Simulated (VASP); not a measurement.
# Hf4N in VASP: further runs

Hf4N is run at these levels: PBE+D3(BJ); tasks: single point.

Program: VASP 6.6.1. These are calculated values, not measurements. Logs are shortened: lines on timing, memory, paths and dates and some standing lists are left out, and cuts for length are marked.

## 1. The cell of the first run

The cell holds a slab with vacuum, 10 atoms: a = 6.342 Å, b = 5.017 Å, c = 22.167 Å, α = 90.00°, β = 90.00°, γ = 90.00°.

## 2. Single point, PBE+D3(BJ)

Contents of INCAR:

```
  PREC = Accurate
  ENCUT = 520
  EDIFF = 1E-7
  ISMEAR = 0
  SIGMA = 0.1
  LREAL = F
  LASPH = T
  NELM = 80
  ALGO = Fast
  ISIF = 2
  LWAVE = F
  LCHARG = F
  LDIPOL = T
  IDIPOL = 3
  DIPOL = 0.5 0.5 0.312
  GGA = PE
  IVDW = 12
  NBANDS = 56
```

Contents of KPOINTS:

```
Automatic mesh
0
Gamma
  4 6 1
```

Contents of POSCAR:

```
Hf4N
1.0
    6.3423521406      0.0000000000      0.0000000000
    0.0000000000      5.0167614026      0.0000000000
    0.0000000000      0.0000000000     22.1665201410
Hf N
8 2
Direct
    0.0000000000      0.7500000000      0.1804523206
    0.5000000000      0.7500000000      0.1804523206
    0.2500000000      0.2500000000      0.2217506242
    0.7500000000      0.2500000000      0.2217506242
    0.2500000000      0.7500000000      0.2964821324
    0.7500000000      0.7500000000      0.2964821324
    0.0000000000      0.2500000000      0.3368377216
    0.5000000000      0.2500000000      0.3368377216
    0.1250000000      0.7500000000      0.4992448102
    0.1250000000      0.7500000000      0.5488691984
```

Potentials or basis: VASP PAW PBE potentials, release 64 (Hf_pv, N).

Run with:

```bash
cat potpaw_PBE.64/Hf_pv/POTCAR potpaw_PBE.64/N/POTCAR > POTCAR
mpirun -np 1 vasp_std > vasp.out
```

OUTCAR:

```text
PREC = Accurate
   ENCUT = 520
   EDIFF = 1E-7
   ISMEAR = 0
   LREAL = F
   LASPH = T
   NELM = 80
   ISIF = 2
   GGA = PE
   IVDW = 12
 IVDW          = 12

 ion  position               nearest neighbor table
   1  0.000  0.750  0.180-   5 3.02   6 3.02   3 3.11   4 3.11   3 3.11   4 3.11   2 3.17   2 3.17

   2  0.500  0.750  0.180-   5 3.02   6 3.02   3 3.11   4 3.11   3 3.11   4 3.11   1 3.17   1 3.17

   3  0.250  0.250  0.222-   7 3.00   8 3.00   5 3.01   5 3.01   1 3.11   1 3.11   2 3.11   2 3.11
                             4 3.17   4 3.17
   4  0.750  0.250  0.222-   7 3.00   8 3.00   6 3.01   6 3.01   1 3.11   1 3.11   2 3.11   2 3.11
                             3 3.17   3 3.17
   5  0.250  0.750  0.296-   3 3.01   3 3.01   1 3.02   2 3.02   8 3.10   7 3.10   7 3.10   8 3.10
                             6 3.17   6 3.17
   6  0.750  0.750  0.296-   4 3.01   4 3.01   1 3.02   2 3.02   8 3.10   7 3.10   7 3.10   8 3.10
                             5 3.17   5 3.17
   7  0.000  0.250  0.337-   3 3.00   4 3.00   5 3.10   6 3.10   5 3.10   6 3.10   8 3.17   8 3.17

   8  0.500  0.250  0.337-   3 3.00   4 3.00   5 3.10   6 3.10   5 3.10   6 3.10   7 3.17   7 3.17

   9  0.125  0.750  0.499-  10 1.10
  10  0.125  0.750  0.549-   9 1.10

  LATTYP: Found a simple orthorhombic cell.
 ALAT       =     5.0167614026
 B/A-ratio  =     1.2642323666
 C/A-ratio  =     4.4184920035

  Lattice vectors:

 A1 = (   0.0000000000,  -5.0167614026,   0.0000000000)
 A2 = (   6.3423521406,   0.0000000000,   0.0000000000)
 A3 = (   0.0000000000,   0.0000000000,  22.1665201410)

Analysis of symmetry for initial positions (statically):
=====================================================================
 Subroutine PRICEL returns:
 Original cell was already a primitive cell.

 Routine SETGRP: Setting up the symmetry group for a
 simple orthorhombic supercell.

 Subroutine GETGRP returns: Found  2 space group operations
 (whereof  1 operations were pure point group operations)
 out of a pool of  8 trial point group operations.

The static configuration has the point symmetry C_1 .
 The point group associated with its full space group is C_1h.

Analysis of symmetry for dynamics (positions and initial velocities):
=====================================================================
 Subroutine PRICEL returns:
 Original cell was already a primitive cell.

 Routine SETGRP: Setting up the symmetry group for a
 simple orthorhombic supercell.

 Subroutine GETGRP returns: Found  2 space group operations
 (whereof  1 operations were pure point group operations)
 out of a pool of  8 trial point group operations.

The dynamic configuration has the point symmetry C_1 .
 The point group associated with its full space group is C_1h.

 Subroutine INISYM returns: Found  2 space group operations
 (whereof  1 operations are pure point group operations),
 and found     1 'primitive' translations

----------------------------------------------------------------------------------------

                                     Primitive cell

  volume of cell :     705.2958

  direct lattice vectors                    reciprocal lattice vectors
     6.342352141  0.000000000  0.000000000     0.157670211  0.000000000  0.000000000
     0.000000000  5.016761403  0.000000000     0.000000000  0.199331784  0.000000000
     0.000000000  0.000000000 22.166520141     0.000000000  0.000000000  0.045113080

  length of vectors
     6.342352141  5.016761403 22.166520141     0.157670211  0.199331784  0.045113080

  position of ions in fractional coordinates (direct lattice)
     0.000000000  0.750000000  0.180452321
     0.500000000  0.750000000  0.180452321
     0.250000000  0.250000000  0.221750624
     0.750000000  0.250000000  0.221750624
     0.250000000  0.750000000  0.296482132
     0.750000000  0.750000000  0.296482132
     0.000000000  0.250000000  0.336837722
     0.500000000  0.250000000  0.336837722
     0.125000000  0.750000000  0.499244810
     0.125000000  0.750000000  0.548869198

  ion indices of the primitive-cell ions
   primitive index   ion index
                 1           1
                 2           2
[... 22 lines left out ...]
     0.000000000  0.000000000  0.045113080     0.000000000  0.000000000  1.000000000

  Length of vectors
     0.039417553  0.033221964  0.045113080

  Shift w.r.t. Gamma in fractional coordinates (k-lattice)
     0.000000000  0.000000000  0.000000000

 Subroutine IBZKPT returns following result:
 ===========================================

 Found     12 irreducible k-points:

 Following reciprocal coordinates:
            Coordinates               Weight
  0.000000  0.000000  0.000000      1.000000
  0.250000  0.000000  0.000000      2.000000
  0.500000  0.000000  0.000000      1.000000
  0.000000  0.166667  0.000000      2.000000
  0.250000  0.166667  0.000000      4.000000
  0.500000  0.166667  0.000000      2.000000
  0.000000  0.333333  0.000000      2.000000
  0.250000  0.333333  0.000000      4.000000
  0.500000  0.333333  0.000000      2.000000
  0.000000  0.500000  0.000000      1.000000
  0.250000  0.500000  0.000000      2.000000
  0.500000  0.500000  0.000000      1.000000
   k-points           NKPTS =     12   k-points in BZ     NKDIM =     12   number of bands    NBANDS=     56
   number of dos      NEDOS =    301   number of ions     NIONS =     10
   total plane-waves  NPLWV = 322560
   dimension x,y,z NGX =    48 NGY =   40 NGZ =  168
   dimension x,y,z NGXF=    96 NGYF=   80 NGZF=  336
   ions per type =               8   2
   NGX,Y,Z   is equivalent  to a cutoff of  12.58, 13.26, 12.60 a.u.
   NGXF,Y,Z  is equivalent  to a cutoff of  25.16, 26.51, 25.20 a.u.
 SYSTEM =  unknown system
   PREC   = accura    normal or accurate (medium, high low for compatibility)
   ISTART =      0    job   : 0-new  1-cont  2-samecut
   ICHARG =      2    charge: 1-file 2-atom 10-const
   ISPIN  =      1    spin polarized calculation?
   LNONCOLLINEAR =      F non collinear calculations
   LSORBIT =      F    spin-orbit coupling
   LASPH  =      T    aspherical Exc in radial PAW
   ENCUT  =  520.0 eV  38.22 Ry    6.18 a.u.  11.79  9.33 41.22*2*pi/ulx,y,z
   NELM   =     80;   NELMIN=  2; NELMDL= -5     # of ELM steps
   EDIFF  = 0.1E-06   stopping-criterion for ELM
   LREAL  =      F    real-space projection
   EDIFFG = 0.1E-05   stopping-criterion for IOM
   NSW    =      0    number of steps for IOM
   IBRION =     -1    ionic relax: 0-MD 1-quasi-New 2-CG
   NFREE  =      0    steps in history (QN), initial steepest desc. (CG)
   ISIF   =      2    stress and relaxation
   ISYM   =      2    0-nonsym 1-usesym 2-fastsym
   POTIM  = 0.5000    time-step for ionic-motion
   TEBEG  =    0.0;   TEEND  =   0.0 temperature during run
   PSTRESS=    0.0 pullay stress
   NELECT =      90.0000    total number of electrons
   NUPDOWN=      -1.0000    fix difference up-down
   EMIN   =  10.00;   EMAX   =-10.00  energy-range for DOS
   EFERMI =   0.00;   METHOD = LEGACY
   ISMEAR =     0;   SIGMA  =   0.10  broadening in eV -4-tet -1-fermi 0-gaus
   EFERMI_NEDOS =   21; number of points for ismear=-14 and -15
   IALGO  =     68    algorithm
   IMIX   =      4    mixing-type and parameters
     AMIX     =   0.40;   BMIX     =  1.00
     AMIX_MAG =   1.60;   BMIX_MAG =  1.00
  volume/ion in A,a.u.               =      70.53       475.96
  Fermi-wavevector in a.u.,A,eV,Ry     =   0.824199  1.557510  9.242484  0.679303
  Thomas-Fermi vector in A             =   1.935842
   LORBIT       =      0    0 simple, 1 ext, 2 COOP (PROOUT), +10 PAW based schemes
   GGA     = PE    functional components
   LHFCALC =     F    Hartree Fock is set to
   AEXX    =    0.0000 exact exchange contribution
   IVDW    =    12    specifies the selected vdW correction
   LEPSILON=     F    determine dielectric tensor
   LRPA    =     F    only Hartree local field effects (RPA)
 non-spin polarized calculation
 RMM-DIIS sequential band-by-band and
 Gauss-broadening in eV      SIGMA  =   0.10
  energy-cutoff  :      520.00
  volume of cell :      705.30
 maximum number of plane-waves:     19096
 NGX is ok and might be reduce to    48
   NGX = 23   NGY = 19   NGZ = 83

 dipolmoment           0.000000      0.000000     -0.003605 electrons x Angstroem

 number of electron      89.9999989 magnetization

 dipolmoment           0.000000      0.000000      0.008000 electrons x Angstroem

 Free energy of the ion-electron system (eV)
  ---------------------------------------------------
  ext. energy  EPLUGINS =         0.00000000
  ---------------------------------------------------
  free energy    TOTEN  =       -88.53488442 eV

  energy without entropy =      -88.47369650  energy(sigma->0) =      -88.50429046

 E-fermi :  -1.3106     XC(G=0):  -4.2215

 val. band max:       -1.3326107599   @ k =   0.2500   0.3333   0.0000
 cond. band min:      -1.2648514734   @ k =   0.5000   0.5000   0.0000
 fundamental gap:      0.0677592865
 Fermi energy:        -1.3106428980

 k-point     1 :       0.0000    0.0000    0.0000
  band No.  band energies     occupation
      1     -32.5806      2.00000
      2     -32.5655      2.00000
      3     -32.5393      2.00000
      4     -32.5319      2.00000
      5     -32.4896      2.00000
      6     -32.4551      2.00000
[... 697 lines left out ...]
     55      -0.4535      0.00000
     56      -0.4383      0.00000

------------------------ aborting loop because EDIFF is reached ----------------------------------------

 vacuum level on the upper side and lower side of the slab       (xc-potential included)         0.016        -0.028

 Edisp (eV)   -2.07944

 E8    (eV) :    -1.1469

  FORCE on cell =-STRESS in cart. coord.  units (eV):
  Direction    XX          YY          ZZ          XY          YZ          ZX
  --------------------------------------------------------------------------------------
  -------------------------------------------------------------------------------------
  Total      -8.10573    -0.97773     1.77739     0.00000     0.00000     0.01360
  in kB     -18.41328    -2.22105     4.03760     0.00000     0.00000     0.03090
  external pressure =       -5.53 kB  Pullay stress =        0.00 kB

 VOLUME and BASIS-vectors are now :
 -----------------------------------------------------------------------------
  energy-cutoff  :      520.00
  volume of cell :      705.30
      direct lattice vectors                 reciprocal lattice vectors
     6.342352141  0.000000000  0.000000000     0.157670211  0.000000000  0.000000000
     0.000000000  5.016761403  0.000000000     0.000000000  0.199331784  0.000000000
     0.000000000  0.000000000 22.166520141     0.000000000  0.000000000  0.045113080

 POSITION                                       TOTAL-FORCE (eV/Angst)
 -----------------------------------------------------------------------------------
      0.00000      3.76257      4.00000         0.004552      0.000000      0.137127
      3.17118      3.76257      4.00000        -0.005661      0.000000      0.145807
      1.58559      1.25419      4.91544         0.006419      0.000000     -0.085575
      4.75676      1.25419      4.91544        -0.006050      0.000000     -0.068324
      1.58559      3.76257      6.57198        -0.007461      0.000000     -0.026988
      4.75676      3.76257      6.57198         0.000826      0.000000     -0.019835
      0.00000      1.25419      7.46652        -0.022898      0.000000     -0.036699
      3.17118      1.25419      7.46652         0.028917      0.000000     -0.058751
      0.79279      3.76257     11.06652         0.001254      0.000000     -2.181233
      0.79279      3.76257     12.16652         0.000102      0.000000      2.194470
 -----------------------------------------------------------------------------------
    total drift:                               -0.000018     -0.000000     -0.000681

  FREE ENERGIE OF THE ION-ELECTRON SYSTEM (eV)
  ---------------------------------------------------
  free  energy   TOTEN  =       -90.6143194380 eV

  energy  without entropy=      -90.5531315238  energy(sigma->0) =      -90.58372548

 vacuum level on the upper side and lower side of the slab         2.630         2.584
```

Run time: 25 min. Hardware: 1 thread of Oxide Virtual Turin-like, shared host; peak memory 0.88 GiB.

What came out:

```yaml
Free_energy: -90.6143 eV
Largest_force: 2.194 eV/Å
Band_gap_on_the_k_mesh: zero (bands 45 and 46 overlap by 0.45 eV)
Dispersion_energy_per_atom: -0.208 eV
```

Forces in eV/Å, atoms in the order of the input:
```
Hf   0.005  0.000  0.137
Hf  -0.006  0.000  0.146
Hf   0.006  0.000 -0.086
Hf  -0.006  0.000 -0.068
Hf  -0.007  0.000 -0.027
Hf   0.001  0.000 -0.020
Hf  -0.023  0.000 -0.037
Hf   0.029  0.000 -0.059
N    0.001  0.000 -2.181
N    0.000  0.000  2.194
```

Caveat: the standard files for N, O and F lose accuracy on very short bonds; spin-orbit coupling is left out, which moves the levels of the heavy elements.

## 3. Single point, PBE+D3(BJ)

Contents of INCAR:

```
PREC = Accurate ; ENCUT = 520
EDIFF = 1E-6 ; ISMEAR = 0
SIGMA = 0.1 ; LREAL = F
LASPH = T ; NELM = 100
ALGO = Fast ; ISIF = 2
LWAVE = F ; LCHARG = F
LDIPOL = T ; IDIPOL = 3
DIPOL = 0.5 0.5 0.312 ; GGA = PE
IVDW = 12 ; NBANDS = 56
```

Contents of KPOINTS:

```
regular mesh
0
Gamma
  4 6 1
```

Changes to POSCAR since step 2:

```diff
@@ -16,3 +16,3 @@
     0.5000000000      0.2500000000      0.3368377216
-    0.1250000000      0.7500000000      0.4992448102
-    0.1250000000      0.7500000000      0.5488691984
+    0.2500000000      0.5000000000      0.4992448102
+    0.2500000000      0.5000000000      0.5488691984
```

Potentials or basis: VASP PAW PBE potentials, release 64 (Hf_pv, N).

Run with:

```bash
cat potpaw_PBE.64/Hf_pv/POTCAR potpaw_PBE.64/N/POTCAR > POTCAR
mpirun -np 1 vasp_std > vasp.out
```

It took 20 min on 1 thread of Oxide Virtual Turin-like, shared host; peak memory 0.87 GiB.

It converged, with:

* Free energy: -90.6308 eV
* Largest force: 2.191 eV/Å
* Band gap on the k mesh: zero (bands 45 and 46 overlap by 0.46 eV)
* Dispersion energy per atom: -0.208 eV

Forces in eV/Å, atoms in the order of the input:
```
Hf   0.004  0.006  0.144
Hf  -0.004  0.006  0.144
Hf   0.000  0.001 -0.088
Hf   0.000 -0.004 -0.088
Hf   0.000  0.017 -0.052
Hf   0.000  0.007  0.001
Hf  -0.054 -0.005 -0.028
Hf   0.054 -0.005 -0.028
N    0.000 -0.043 -2.190
N    0.000  0.020  2.184
```

Levels at points of the mesh, in eV from the Fermi level:
```
           k point  band 42  band 43  band 44  band 45  band 46  band 47  band 48  band 49
(0.00, 0.00, 0.00)    -0.72    -0.40    -0.31     0.12     0.43     0.47     0.70     0.87
(0.50, 0.00, 0.00)    -0.43    -0.43    -0.37    -0.35    -0.34    -0.30     0.22     0.22
(0.00, 0.50, 0.00)    -0.45    -0.44    -0.28    -0.26     0.48     0.49     0.59     0.60
(0.50, 0.50, 0.00)    -0.17    -0.17    -0.16    -0.16     0.04     0.05     0.06     0.06
```

Caveat: the standard files for N, O and F lose accuracy on very short bonds; spin-orbit coupling is left out, which moves the levels of the heavy elements.

The gap in the log of VASP goes by the Fermi energy; the results here count the filled bands.